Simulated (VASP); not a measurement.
**P: single point with PBE**

The system is P.

```
CELL_PARAMETERS angstrom
2.44894 -4.88114 0.00000
2.44894 4.88114 0.00000
0.00000 0.00000 4.87111
ATOMIC_POSITIONS crystal
P 0.62539 0.87531 0.50004
P 0.87531 0.62539 0.00004
P 0.37461 0.12469 0.00004
P 0.62539 0.87531 0.99996
P 0.37461 0.12469 0.49996
P 0.12469 0.37461 0.50004
P 0.87531 0.62539 0.49996
P 0.12469 0.37461 0.99996
```

The cell was generated, and may not be a known phase.

```
Program                : VASP 6.6.1
Task                   : single point
Functional             : PBE
Potentials or basis    : VASP PAW PBE potentials, release 64 (P)
Cutoff                 : 520 eV
k mesh                 : 4 × 4 × 4
Occupations            : gaussian, width 0.1 eV
Spin                   : no spin polarisation
Dipole correction      : no
Further INCAR settings : ALGO = Normal; EDIFF = 1e-06; NBANDS = 30
```

```json
{
  "Pressure": "-0.3 GPa",
  "Band gap on the k mesh": "zero (bands 20 and 21 overlap by 2.24 eV)"
}
```

Forces in eV/Å, atoms in the order of the input:
```
P    0.000  0.002 -0.001
P    0.000 -0.002 -0.001
P    0.000 -0.002 -0.001
P    0.000  0.002  0.001
P    0.000 -0.002  0.001
P    0.000  0.002 -0.001
P    0.000 -0.002  0.001
P    0.000  0.002  0.001
```

Stress tensor (GPa, compression positive):
```
-0.37  0.00  0.00
 0.00 -0.22  0.00
 0.00  0.00 -0.25
```

Levels at points of the mesh, in eV from the Fermi level:
```csv
k point,band 18,band 19,band 20,band 21,band 22,band 23
"(0.00, 0.00, 0.00)",-3.98,0.47,0.47,1.06,2.40,2.40
"(0.50, 0.00, 0.00)",-1.90,-0.35,-0.34,0.70,0.72,2.57
"(0.50, 0.50, 0.00)",-2.14,-2.05,-1.60,0.57,0.57,1.06
"(0.00, 0.00, 0.50)",0.54,0.55,0.55,0.57,0.57,3.48
"(0.50, 0.00, 0.50)",-0.82,-0.80,-0.80,-0.12,-0.12,-0.10
"(0.50, 0.50, 0.50)",-2.39,-0.97,-0.97,-0.97,-0.97,0.51
```

Run time: 2.1 min on 1 thread of AMD EPYC 9755 128-Core Processor, on a shared host, peak memory 0.21 GiB.
